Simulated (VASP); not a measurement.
# PtSe2 in VASP: single point with PBE+D3(BJ)

Aim: the single point of PtSe2 with PBE+D3(BJ).

Program: VASP 6.6.1. These are calculated values, not measurements. Logs are shortened: lines on timing, memory, paths and dates and some standing lists are left out, and cuts for length are marked.

## 1. The cell of the first run

The cell holds a slab with vacuum, 6 atoms: a = 3.707 Å, b = 3.707 Å, c = 22.798 Å, α = 90.00°, β = 90.00°, γ = 120.00°.

## 2. Single point, PBE+D3(BJ) (layers slid over each other, then relaxed in part)

File INCAR:

```
ALGO = Normal
DIPOL = 0.5 0.5 0.372
EDIFF = 1E-7
ENCUT = 520
GGA = PE
IDIPOL = 3
ISIF = 2
ISMEAR = 0
IVDW = 12
LASPH = T
LCHARG = F
LDIPOL = T
LREAL = F
LWAVE = F
NBANDS = 31
NELM = 80
PREC = Accurate
SIGMA = 0.05
```

File KPOINTS:

```
k-points
0
Gamma
  9 9 1
```

File POSCAR:

```
PtSe2
1.0
    3.7070359042      0.0000000000      0.0000000000
   -1.8535179521      3.2103872658      0.0000000000
    0.0000000000      0.0000000000     22.7981610971
Se Pt
4 2
Direct
    0.6666666667      0.3333333333      0.1973843408
    0.3333333333      0.6666666667      0.3132650200
    0.6666666667      1.3333333333      0.4305943974
    1.0000000000      1.0000000000      0.5467358413
    0.0000000000      0.0000000000      0.2556943806
    1.3333333333      1.6666666667      0.4885016253
```

Potentials or basis: VASP PAW PBE potentials, release 64 (Se, Pt).

Command:

```console
> cat potpaw_PBE.64/Se/POTCAR potpaw_PBE.64/Pt/POTCAR > POTCAR
> mpirun -np 1 vasp_std > vasp.out
```

OUTCAR:

```text
EDIFF = 1E-7
   ENCUT = 520
   GGA = PE
   ISIF = 2
   ISMEAR = 0
   IVDW = 12
   LASPH = T
   LREAL = F
   NELM = 80
   PREC = Accurate
 IVDW          = 12

 ion  position               nearest neighbor table
   1  0.667  0.333  0.197-   5 2.52   5 2.52   5 2.52
   2  0.333  0.667  0.313-   5 2.51   5 2.51   5 2.51
   3  0.667  0.333  0.431-   6 2.51   6 2.51   6 2.51
   4  0.000  0.000  0.547-   6 2.52   6 2.52   6 2.52
   5  0.000  0.000  0.256-   2 2.51   2 2.51   2 2.51   1 2.52   1 2.52   1 2.52
   6  0.333  0.667  0.489-   3 2.51   3 2.51   3 2.51   4 2.52   4 2.52   4 2.52

  LATTYP: Found a hexagonal cell.
 ALAT       =     3.7070359042
 C/A-ratio  =     6.1499704039

  Lattice vectors:

 A1 = (   3.7070359042,   0.0000000000,   0.0000000000)
 A2 = (  -1.8535179521,   3.2103872658,   0.0000000000)
 A3 = (   0.0000000000,   0.0000000000,  22.7981610971)

Analysis of symmetry for initial positions (statically):
=====================================================================
 Subroutine PRICEL returns:
 Original cell was already a primitive cell.

 Routine SETGRP: Setting up the symmetry group for a
 hexagonal supercell.

 Subroutine GETGRP returns: Found  6 space group operations
 (whereof  6 operations were pure point group operations)
 out of a pool of 24 trial point group operations.

The static configuration has the point symmetry C_3v.

Analysis of symmetry for dynamics (positions and initial velocities):
=====================================================================
 Subroutine PRICEL returns:
 Original cell was already a primitive cell.

 Routine SETGRP: Setting up the symmetry group for a
 hexagonal supercell.

 Subroutine GETGRP returns: Found  6 space group operations
 (whereof  6 operations were pure point group operations)
 out of a pool of 24 trial point group operations.

The dynamic configuration has the point symmetry C_3v.

 Subroutine INISYM returns: Found  6 space group operations
 (whereof  6 operations are pure point group operations),
 and found     1 'primitive' translations

----------------------------------------------------------------------------------------

                                     Primitive cell

  volume of cell :     271.3214

  direct lattice vectors                    reciprocal lattice vectors
     3.707035904  0.000000000  0.000000000     0.269757301  0.155744450  0.000000000
    -1.853517952  3.210387266  0.000000000     0.000000000  0.311488901  0.000000000
[... 92 lines left out ...]
   NUPDOWN=      -1.0000    fix difference up-down
   EMIN   =  10.00;   EMAX   =-10.00  energy-range for DOS
   EFERMI =   0.00;   METHOD = LEGACY
   ISMEAR =     0;   SIGMA  =   0.05  broadening in eV -4-tet -1-fermi 0-gaus
   EFERMI_NEDOS =   21; number of points for ismear=-14 and -15
   IALGO  =     38    algorithm
   IMIX   =      4    mixing-type and parameters
     AMIX     =   0.40;   BMIX     =  1.00
     AMIX_MAG =   1.60;   BMIX_MAG =  1.00
  volume/ion in A,a.u.               =      45.22       305.16
  Fermi-wavevector in a.u.,A,eV,Ry     =   0.892752  1.687057 10.843937  0.797007
  Thomas-Fermi vector in A             =   2.014742
   LORBIT       =      0    0 simple, 1 ext, 2 COOP (PROOUT), +10 PAW based schemes
   GGA     = PE    functional components
   LHFCALC =     F    Hartree Fock is set to
   AEXX    =    0.0000 exact exchange contribution
   IVDW    =    12    specifies the selected vdW correction
   LEPSILON=     F    determine dielectric tensor
   LRPA    =     F    only Hartree local field effects (RPA)
 non-spin polarized calculation
 Gauss-broadening in eV      SIGMA  =   0.05
  energy-cutoff  :      520.00
  volume of cell :      271.32
 maximum number of plane-waves:      7334
 NGX is ok and might be reduce to    28
   NGX = 13   NGY = 13   NGZ = 85

 dipolmoment           0.000000      0.000000      0.007070 electrons x Angstroem

 number of electron      44.0000001 magnetization

 dipolmoment           0.000000      0.000000     -0.006644 electrons x Angstroem

 Free energy of the ion-electron system (eV)
  ---------------------------------------------------
  ext. energy  EPLUGINS =         0.00000000
  ---------------------------------------------------
  free energy    TOTEN  =       -28.50657439 eV

  energy without entropy =      -28.50657439  energy(sigma->0) =      -28.50657439

 E-fermi :   0.2700     XC(G=0):  -5.3799

 val. band max:        0.0040429239   @ k =   0.1111   0.0000   0.0000
 cond. band min:       0.5427745418   @ k =   0.2222   0.0000   0.0000
 fundamental gap:      0.5387316178
 Fermi energy:         0.2699509912

 k-point     1 :       0.0000    0.0000    0.0000
  band No.  band energies     occupation
      1     -14.9367      2.00000
      2     -14.6649      2.00000
      3     -13.2196      2.00000
      4     -12.8001      2.00000
      5      -6.3063      2.00000
      6      -5.8387      2.00000
[... 397 lines left out ...]
     30       7.5149      0.00000
     31       7.5490      0.00000

------------------------ aborting loop because EDIFF is reached ----------------------------------------

 vacuum level on the upper side and lower side of the slab       (xc-potential included)        -0.128        -0.027

 Edisp (eV)   -2.24680

 E8    (eV) :    -0.9969

  FORCE on cell =-STRESS in cart. coord.  units (eV):
  Direction    XX          YY          ZZ          XY          YZ          ZX
  --------------------------------------------------------------------------------------
  -------------------------------------------------------------------------------------
  Total       0.40336     0.40336    -0.04833     0.00000     0.00000     0.00000
  in kB       2.38189     2.38189    -0.28538     0.00000     0.00000     0.00000
  external pressure =        1.49 kB  Pullay stress =        0.00 kB

 VOLUME and BASIS-vectors are now :
 -----------------------------------------------------------------------------
  energy-cutoff  :      520.00
  volume of cell :      271.32
      direct lattice vectors                 reciprocal lattice vectors
     3.707035904  0.000000000  0.000000000     0.269757301  0.155744450  0.000000000
    -1.853517952  3.210387266  0.000000000     0.000000000  0.311488901  0.000000000
     0.000000000  0.000000000 22.798161097     0.000000000  0.000000000  0.043863187

 POSITION                                       TOTAL-FORCE (eV/Angst)
 -----------------------------------------------------------------------------------
      1.85352      1.07013      4.50000         0.000000     -0.000000      0.001972
     -0.00000      2.14026      7.14187        -0.000000      0.000000      0.000674
      1.85352      1.07013      9.81676        -0.000000      0.000000     -0.000882
      0.00000      0.00000     12.46457         0.000000      0.000000      0.000185
      0.00000      0.00000      5.82936        -0.000000      0.000000     -0.002004
     -0.00000      2.14026     11.13694         0.000000     -0.000000      0.000055
 -----------------------------------------------------------------------------------
    total drift:                                0.000000     -0.000000      0.000160

  FREE ENERGIE OF THE ION-ELECTRON SYSTEM (eV)
  ---------------------------------------------------
  free  energy   TOTEN  =       -30.7533738582 eV

  energy  without entropy=      -30.7533738582  energy(sigma->0) =      -30.75337386

 vacuum level on the upper side and lower side of the slab         4.875         4.979
```

OSZICAR:

```text
N       E                     dE             d eps       ncg     rms          rms(c)
DAV:   1     0.307443288257E+03    0.30744E+03   -0.17435E+04   744   0.115E+03
DAV:   2    -0.156581909483E+01   -0.30901E+03   -0.29050E+03   969   0.216E+02
DAV:   3    -0.294800355322E+02   -0.27914E+02   -0.27343E+02   937   0.691E+01
[... 22 lines left out ...]
DAV:  26    -0.285065726941E+02   -0.22174E-05   -0.21737E-08   595   0.592E-04    0.210E-04
DAV:  27    -0.285065738526E+02   -0.11584E-05   -0.17016E-08   644   0.402E-04    0.297E-04
DAV:  28    -0.285065742453E+02   -0.39274E-06   -0.68368E-09   561   0.311E-04    0.116E-04
DAV:  29    -0.285065743688E+02   -0.12349E-06   -0.25743E-09   589   0.144E-04    0.178E-04
DAV:  30    -0.285065743938E+02   -0.25066E-07   -0.81048E-10   589   0.130E-04
   1 F= -.30753374E+02 E0= -.30753374E+02  d E =-.133423E-14
```

It took 3.4 min on 1 thread of Intel Xeon Platinum 8488C (Sapphire Rapids), shared host; peak memory 0.42 GiB.

What came out:

- Free energy: -30.7534 eV
- Band gap on the k mesh: 0.54 eV (least direct gap 1.09 eV)
- Dispersion energy per atom: -0.374 eV

Forces on the atoms (eV/Å):
```
Se   0.000  0.000  0.002
Se   0.000  0.000  0.001
Se   0.000  0.000 -0.001
Se   0.000  0.000  0.000
Pt   0.000  0.000 -0.002
Pt   0.000  0.000  0.000
```

Levels at points of the mesh, in eV from the valence-band top:
```
           k point  band 19  band 20  band 21  band 22  band 23  band 24  band 25  band 26
(0.00, 0.00, 0.00)    -0.86    -0.63    -0.63    -0.33     2.09     2.09     2.37     2.37
```

Caveat: the cell differs from its parent crystal (layers slid over each other, then relaxed in part); spin-orbit coupling is left out, which moves the levels of the heavy elements.
